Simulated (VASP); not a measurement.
Runs of VASP 6.6.1 on Cd. The structure is that of space group Fm-3m (No. 225), or close to it. The cells are those of the table. This isn't the form of Cd at room conditions, which is hcp.

```tsv
task	cell	gap on the mesh (eV)	pressure (GPa)
relaxation of cell and atoms	relaxed to 10 GPa from a = 3.125 Å, angles 60.0°, 1 atom	none	9.8
single point	a = 2.938 Å, angles 60.0°, 1 atom	none	11.0
relaxation of cell and atoms	relaxed to 5 GPa from a = 3.125 Å, angles 60.0°, 1 atom	none	5.0
single point	a = 2.870 Å, angles 60.0°, 1 atom	none	(a)
relaxation of cell and atoms	relaxed from a = 3.125 Å, angles 60.0°, 1 atom	none	0.0
single point	a = 3.043 Å, angles 60.0°, 1 atom	none	0.6
relaxation of cell and atoms	relaxed to 20 GPa from a = 3.125 Å, angles 60.0°, 1 atom	none	20.0
single point	a = 2.984 Å, angles 60.0°, 1 atom	none	5.9
```

Alike in all rows: level LDA; potentials or basis VASP PAW LDA potentials, release 64 (Cd); no spin polarisation; k mesh 18 × 18 × 18; cutoff (eV) 500; smearing gaussian 0.05 eV.

Problem. Fill in the values left out.

Solution. (a) 21.5.

Caveats: the cell is relaxed towards a set pressure, so the run minimises the enthalpy, not the energy (at least some runs); the cell stands under pressure (at least some runs).

A k mesh can miss the band edges, and the runs leave out spin-orbit coupling on Cd.

A gap of «none» marks levels without a gap at the run's occupations.
